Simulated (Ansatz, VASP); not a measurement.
# One calculation of Zr, two programs

```
Zr
1.0
     0.00000    2.35110    2.35110
     2.35110    0.00000    2.35110
     2.35110    2.35110    0.00000
Zr
1
Direct
  0.00000 0.00000 0.00000
```

Alike in both runs: task single point; functional PBE; k mesh 20 × 20 × 20; occupations fermi-dirac, width 0.1 eV; no spin polarisation.

|  | VASP | Ansatz |
| --- | --- | --- |
| version | VASP 6.6.1 | Ansatz 0.2.0 |
| potentials or method | VASP PAW PBE potentials, release 64 (Zr_sv), cutoff 520 eV | plane waves (420 eV) with PAW, scalar-relativistic |
| valence electrons in the cell | 12 | 12 |

|  | VASP | Ansatz | Ansatz less VASP |
| --- | --- | --- | --- |
| pressure (GPa) | -8.3 | -8.3 | -0.01 |
